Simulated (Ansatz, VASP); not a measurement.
## Ca in VASP and in Ansatz

INCAR

```
SYSTEM = Ca
PREC = Accurate ; ENCUT = 520
EDIFF = 1E-7 ; ISMEAR = 0
SIGMA = 0.15 ; LREAL = .FALSE.
LASPH = .TRUE. ; NELM = 100
ALGO = Normal ; ISIF = 2
LWAVE = .FALSE. ; LCHARG = .FALSE.
GGA = PE ; NBANDS = 11
```

Contents of KPOINTS:

```
Automatic mesh
0
G
  14 14 14
  0 0 0
```

POSCAR

```
Ca
1.0
    0.0000000000      2.9059680000      3.0177360000
    2.9059680000      0.0000000000      3.0177360000
    2.9059680000      2.9059680000      0.0000000000
Ca
1
Direct
    0.0000000000      0.0000000000      0.0000000000
```

Input for Ansatz:

```yaml
crystal:
  lattice:
    - [0.0, 2.905968, 3.017736]
    - [2.905968, 0.0, 3.017736]
    - [2.905968, 2.905968, 0.0]
  atoms:
    - { symbol: Ca, position: [0.0, 0.0, 0.0] }
basis:
  ecutwfc: 420
kpoints:
  mp_grid: { grid: [14, 14, 14] }
hamiltonian:
  xc: pbe
scf:
  occupations: { method: gaussian, width: 0.15 }
output:
  forces: true
  stress: true
  eigenvalues: true
```

Change from the starting cell: strain +0.040 along x and y, +0.080 along z, atoms carried along.

Alike in both runs: task single point; functional PBE; k mesh 14 × 14 × 14; occupations gaussian, width 0.15 eV; no spin polarisation.

|  | VASP | Ansatz |
| --- | --- | --- |
| version | VASP 6.6.1 | Ansatz 0.2.0 |
| potentials or method | VASP PAW PBE potentials, release 64 (Ca_sv), cutoff 520 eV | scalar-relativistic, plane waves, PAW |
| valence electrons in the cell | 10 | 10 |

```csv
,VASP,Ansatz,Ansatz less VASP
gap on the k mesh at the Fermi level (eV),none,none,-
pressure (GPa),-2.4,-2.4,0.00
"traceless stress, the component that is largest in VASP (GPa)",-0.20,-0.20,0.000
```

A gap of «none» marks a metal or a gap that the smearing closes.
